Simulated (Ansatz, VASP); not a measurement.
## ZnO in VASP and in Ansatz

The input INCAR:

```
ALGO = Normal
EDIFF = 1E-6
ENCUT = 600
GGA = PE
GGA_COMPAT = False
ISIF = 2
ISMEAR = -1
LASPH = True
LCHARG = False
LREAL = False
LWAVE = False
NBANDS = 16
NELM = 120
PREC = Accurate
SIGMA = 0.02
```

The input KPOINTS:

```
k-points
0
Gamma
  4 4 4
```

The input POSCAR:

```
ZnO
1.0
    2.6461709590      0.0000000000      0.0000000000
    0.0000000000      2.6461709590      0.0000000000
    0.0000000000      0.0000000000      2.6461709590
Zn O
1 1
Direct
    0.0000000000      0.0000000000      0.0000000000
    0.5000000000      0.5000000000      0.5000000000
```

Input for Ansatz:

```yaml
crystal:
  lattice:
    - [2.646170959, 0.0, 0.0]
    - [0.0, 2.646170959, 0.0]
    - [0.0, 0.0, 2.646170959]
  atoms:
    - { symbol: Zn, position: [0.0, 0.0, 0.0] }
    - { symbol: O, position: [0.5, 0.5, 0.5] }
kpoints:
  mp_grid: { grid: [4, 4, 4] }
hamiltonian:
  xc: pbe
scf:
  occupations: { method: fermi_dirac, width: 0.02 }
  n_extra_bands: 4
output:
  forces: true
  stress: true
  eigenvalues: true
```

Alike in both runs: task single point; functional PBE; k mesh 4 × 4 × 4; occupations fermi-dirac, width 0.02 eV; no spin polarisation.

|  | VASP | Ansatz |
| --- | --- | --- |
| version | VASP 6.6.1 | Ansatz 0.2.0 |
| potentials or method | VASP PAW PBE potentials, release 64 (Zn, O) | plane waves |
| plane-wave cutoff (eV) | 600 | 420 |
| valence electrons in the cell | 18 | 18 |

Ansatz gave:

| Quantity | Value |
| --- | --- |
| pressure (GPa) | 9.3 |

Task: What did VASP give for the same quantities?

Result: Pressure (GPa): 9.9.

The k mesh is coarse, so the values compare programs but aren't converged.
